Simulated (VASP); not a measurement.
A run of VASP 6.6.1 is set up as follows.

File INCAR:

```
SYSTEM = SnSe
PREC = Accurate
ENCUT = 520
EDIFF = 1E-7
ISMEAR = 0
SIGMA = 0.02
LREAL = .False.
LASPH = .True.
NELM = 60
ALGO = Normal
ISIF = 2
LWAVE = .False.
LCHARG = .False.
GGA = PE
IVDW = 12
NBANDS = 17
```

File KPOINTS:

```
Automatic mesh
0
Gamma
  10 10 10
  0 0 0
```

Contents of POSCAR:

```
SnSe
1.0
    0.0000000000      3.0473870125      3.0473870125
    3.0473870125      0.0000000000      3.0473870125
    3.0473870125      3.0473870125      0.0000000000
Sn Se
1 1
Direct
    0.0000000000      0.0000000000      0.0000000000
    0.5000000000      0.5000000000      0.5000000000
```

Potentials or basis: VASP PAW PBE potentials, release 64 (Sn_d, Se).

Launch:

```sh
$ cat potpaw_PBE.64/Sn_d/POTCAR potpaw_PBE.64/Se/POTCAR > POTCAR
$ mpirun -np 1 vasp_std > vasp.out
```

Predict the dispersion energy per atom.

-0.340 eV.

Predict the pressure.

-2.7 GPa.

What does it give for the band gap on the k mesh?

0.43 eV, direct.

Caveat: spin-orbit coupling is left out, which moves the levels of the heavy elements. A k mesh can miss the band edges.
